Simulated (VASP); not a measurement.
# Ge (P6_3/mmc) in VASP: a series of runs, part 2 of 2

VASP 6.6.1. The steps go on from the part before.

## (4) Single point, r2SCAN

This run uses another cell than the first one, of 23.17 Å³/atom, 1.132 times its volume.

POSCAR reads:

```
Ge
1.0
    3.9956487028      0.0000000000      0.0000000000
   -1.9978243514      3.4603332812      0.0000000000
    0.0000000000      0.0000000000      6.7017516448
Ge
4
Direct
    0.6666666667      0.3333333333      0.0637227378
    0.3333333333      0.6666666667      0.5637227378
    0.6666666667      0.3333333333      0.4362772622
    0.3333333333      0.6666666667      0.9362772622
```

INCAR.step1 reads:

```
SYSTEM = Ge
ALGO = Normal
EDIFF = 1E-4
ENCUT = 520
GGA = PE
ISMEAR = 0
LASPH = .TRUE.
LCHARG = .FALSE.
LREAL = .FALSE.
LWAVE = .TRUE.
NBANDS = 36
NELM = 60
PREC = Accurate
SIGMA = 0.01
```

INCAR.step2 reads:

```
SYSTEM = Ge
ALGO = Normal
EDIFF = 1E-6
ENCUT = 520
ISIF = 2
ISMEAR = 0
ISTART = 1
LASPH = .TRUE.
LCHARG = .FALSE.
LMIXTAU = .TRUE.
LREAL = .FALSE.
LWAVE = .FALSE.
METAGGA = R2SCAN
NBANDS = 36
NELM = 60
PREC = Accurate
SIGMA = 0.01
```

KPOINTS reads:

```
k-points
0
G
  12 12 6
  0 0 0
```

Potentials or basis: VASP PAW PBE potentials, release 64 (Ge_d).

Started as:

```sh
$ cat potpaw_PBE.64/Ge_d/POTCAR > POTCAR
$ cp INCAR.step1 INCAR
$ mpirun -np 1 vasp_std > vasp.out
$ cp INCAR.step2 INCAR
$ mpirun -np 1 vasp_std > vasp.out
```

OUTCAR:

```text
SYSTEM = Ge
   EDIFF = 1E-6
   ENCUT = 520
   ISIF = 2
   ISMEAR = 0
   ISTART = 1
   LASPH = .TRUE.
   LREAL = .FALSE.
   METAGGA = R2SCAN
   NELM = 60
   PREC = Accurate

 ion  position               nearest neighbor table
   1  0.667  0.333  0.064-   4 2.46   4 2.46   4 2.46   3 2.50
   2  0.333  0.667  0.564-   3 2.46   3 2.46   3 2.46   4 2.50
   3  0.667  0.333  0.436-   2 2.46   2 2.46   2 2.46   1 2.50
   4  0.333  0.667  0.936-   1 2.46   1 2.46   1 2.46   2 2.50

  LATTYP: Found a hexagonal cell.
 ALAT       =     3.9956487028
[... 1130 lines left out ...]
     36      12.6470      0.00000

 [... further k-points ...]
[... 5 lines left out ...]
  --------------------------------------------------------------------------------------
  -------------------------------------------------------------------------------------
  Total       -0.1370595     -0.1370595     -1.4459418      0.0000000      0.0000000      0.0000000
  in kB       -2.3698795     -2.3698795    -25.0016029      0.0000000      0.0000000      0.0000000
  external PRESSURE =      -9.9137873 kB  Pullay stress =       0.0000000 kB

 VOLUME and BASIS-vectors are now :
 -----------------------------------------------------------------------------
  energy-cutoff  :      520.00
  volume of cell :       92.66
      direct lattice vectors                 reciprocal lattice vectors
     3.995648703  0.000000000  0.000000000     0.250272252  0.144494752  0.000000000
    -1.997824351  3.460333281  0.000000000     0.000000000  0.288989504  0.000000000
     0.000000000  0.000000000  6.701751645     0.000000000  0.000000000  0.149214721

 POSITION                                       TOTAL-FORCE (eV/Angst)
 -----------------------------------------------------------------------------------
      1.99782      1.15344      0.42705         0.000000     -0.000000      0.002775
     -0.00000      2.30689      3.77793        -0.000000     -0.000000      0.002775
      1.99782      1.15344      2.92382         0.000000      0.000000     -0.002775
     -0.00000      2.30689      6.27470        -0.000000      0.000000     -0.002775
 -----------------------------------------------------------------------------------
    total drift:                               -0.000000      0.000000     -0.000000

  FREE ENERGIE OF THE ION-ELECTRON SYSTEM (eV)
  ---------------------------------------------------
  free  energy   TOTEN  =       -55.4091970659 eV

  energy  without entropy=      -55.4091836826  energy(sigma->0) =      -55.40919037
```

OSZICAR.step1:

```text
N       E                     dE             d eps       ncg     rms          rms(c)
DAV:   1     0.496984607699E+03    0.49698E+03   -0.28506E+04  6464   0.425E+03
DAV:   2     0.679436919201E+02   -0.42904E+03   -0.41764E+03  5472   0.815E+02
DAV:   3    -0.135112560337E+02   -0.81455E+02   -0.80367E+02  5976   0.206E+02
DAV:   4    -0.180535522752E+02   -0.45423E+01   -0.45245E+01  6388   0.566E+01
DAV:   5    -0.181457808604E+02   -0.92229E-01   -0.92196E-01  6132   0.907E+00    0.441E+00
DAV:   6    -0.180354795764E+02    0.11030E+00   -0.64395E-02  6092   0.202E+00    0.261E+00
DAV:   7    -0.179758421678E+02    0.59637E-01   -0.10513E-01  6028   0.224E+00    0.196E-01
DAV:   8    -0.179791892331E+02   -0.33471E-02   -0.12762E-02  6112   0.102E+00    0.908E-02
DAV:   9    -0.179799943089E+02   -0.80508E-03   -0.83282E-04  4768   0.136E-01    0.295E-02
DAV:  10    -0.179800757028E+02   -0.81394E-04   -0.10896E-04  4700   0.945E-02
   1 F= -.17980076E+02 E0= -.17980076E+02  d E =-.332134E-11
```

It took 21 min on 1 thread of Oxide Virtual Turin-like, shared host; peak memory 0.29 GiB.

What came out:

```
Free energy            : -55.4092 eV
Pressure               : -1.0 GPa
Band gap on the k mesh : 0.01 eV, direct
```

Forces on the atoms (eV/Å):
```
Ge   0.000  0.000  0.003
Ge   0.000  0.000  0.003
Ge   0.000  0.000 -0.003
Ge   0.000  0.000 -0.003
```

Caveat: the PAW data sets were made with another functional, which shifts forces and pressure a little.

## (5) Single point, r2SCAN (strain along c alone, the other axes held: +3.0 %, then relaxed in part)

POSCAR reads:

```
Ge
1.0
    3.9956487028      0.0000000000      0.0000000000
   -1.9978243514      3.4603332812      0.0000000000
    0.0000000000      0.0000000000      6.8007923095
Ge
4
Direct
    0.6666666667      0.3333333333      0.0643578591
    0.3333333333      0.6666666667      0.5643578591
    0.6666666667      0.3333333333      0.4356421409
    0.3333333333      0.6666666667      0.9356421409
```

INCAR.step1 reads:

```
  PREC = Accurate
  ENCUT = 520
  ISMEAR = 0
  SIGMA = 0.01
  LREAL = F
  LASPH = T
  NELM = 80
  NBANDS = 36
  GGA = PE
  ALGO = Normal
  EDIFF = 1E-4
  LWAVE = T
  LCHARG = F
```

INCAR.step2 reads:

```
  PREC = Accurate
  ENCUT = 520
  EDIFF = 1E-6
  ISMEAR = 0
  SIGMA = 0.01
  LREAL = F
  LASPH = T
  NELM = 80
  ALGO = Normal
  ISIF = 2
  LWAVE = F
  LCHARG = F
  METAGGA = R2SCAN
  LMIXTAU = T
  NBANDS = 36
  ISTART = 1
```

KPOINTS reads:

```
regular mesh
0
Gamma
  12 12 6
```

Started as:

```sh
$ cat potpaw_PBE.64/Ge_d/POTCAR > POTCAR
$ cp INCAR.step1 INCAR
$ mpirun -np 1 vasp_std > vasp.out
$ cp INCAR.step2 INCAR
$ mpirun -np 1 vasp_std > vasp.out
```

Wall time 23 min (1 thread of Oxide Virtual Turin-like, shared host); peak memory 0.31 GiB.

Results (log left out):

```
Free energy            : -55.3788 eV
Pressure               : -1.9 GPa
Largest force          : 0.009 eV/Å
Band gap on the k mesh : zero (filled and empty bands touch)
```

Forces on the atoms (eV/Å):
```
Ge   0.000  0.000  0.009
Ge   0.000  0.000  0.009
Ge   0.000  0.000 -0.009
Ge   0.000  0.000 -0.009
```

Stress tensor (GPa, compression positive):
```
-0.46  0.00  0.00
 0.00 -0.46  0.00
 0.00  0.00 -4.72
```

Levels at points of the mesh, in eV from the Fermi level:
| k point | band 26 | band 27 | band 28 | band 29 | band 30 | band 31 |
| --- | --- | --- | --- | --- | --- | --- |
| (0.00, 0.00, 0.00) | -0.47 | -0.22 | 0.00 | 0.00 | 0.29 | 2.39 |
| (0.50, 0.00, 0.00) | -3.16 | -2.97 | -1.65 | 0.77 | 1.58 | 3.51 |
| (0.00, 0.00, 0.50) | -0.91 | -0.91 | -0.91 | 0.97 | 0.97 | 3.49 |
| (0.50, 0.00, 0.50) | -2.87 | -2.54 | -2.54 | 0.49 | 0.49 | 2.23 |

Caveat: the cell differs from its parent crystal (strain along c alone, the other axes held: +3.0 %, then relaxed in part); the PAW data sets were made with another functional, which shifts forces and pressure a little.

## (6) The runs side by side

```tsv
cell	gap on the mesh (eV)	pressure (GPa)	largest force (eV/Å)
a = 3.851, b = 3.851, c = 6.374 Å, angles 90.0, 90.0, 120.0°, 4 atoms	0.39	10.1	0.01
a = 3.914, b = 3.914, c = 6.475 Å, angles 90.0, 90.0, 120.0°, 4 atoms	0.25	5.0	0.01
a = 3.996, b = 3.996, c = 6.702 Å, angles 90.0, 90.0, 120.0°, 4 atoms	0.01	-1.0	-
a = 3.996, b = 3.996, c = 6.801 Å, angles 90.0, 90.0, 120.0°, 4 atoms	none	-1.9	0.01
```

Alike in all rows: task single point; level r2SCAN; potentials or basis VASP PAW PBE potentials, release 64 (Ge_d); no spin polarisation; k mesh 12 × 12 × 6; cutoff (eV) 520; smearing gaussian 0.01 eV.

Caveats: the PAW data sets were made with another functional, which shifts forces and pressure a little.

Absolute energies hang on the potentials; compare differences alone.
